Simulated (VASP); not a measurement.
Input of a VASP 6.6.1 run:

The input INCAR:

```
PREC     = Accurate       # precision mode
ENCUT    = 500            # plane-wave cutoff, eV
EDIFF    = 1E-6           # SCF threshold, eV
ISMEAR   = 0              # smearing method
SIGMA    = 0.02           # smearing width, eV
LREAL    = F              # projectors in reciprocal space
LASPH    = T              # aspherical terms in the spheres
NELM     = 120            # most SCF steps
ALGO     = Normal         # electronic algorithm
ISIF     = 2              # what is computed and relaxed
LWAVE    = F              # write WAVECAR
LCHARG   = F              # write CHGCAR
GGA      = PE             # functional
NBANDS   = 16             # bands
GGA_COMPAT= F
```

The input KPOINTS:

```
Automatic mesh
0
Gamma
  6 6 6
```

POSCAR

```
ZnS
1.0
   -0.0067550000      2.7020000000      2.7020000000
    2.7020000000     -0.0067550000      2.7020000000
    2.6952450000      2.6952450000      0.0000000000
Zn S
1 1
Direct
    0.2500000000      0.2500000000      0.2500000000
    0.0000000000      0.0000000000      0.0000000000
```

Potentials or basis: VASP PAW PBE potentials, release 64 (Zn, S).

Command:

```bash
$ cat potpaw_PBE.64/Zn/POTCAR potpaw_PBE.64/S/POTCAR > POTCAR
$ mpirun -np 1 vasp_std > vasp.out
```

(1) Estimate the largest force.

(2) Predict the band gap on the k mesh.

Results:

(1) 0.029 eV/Å.

(2) 2.10 eV, direct.
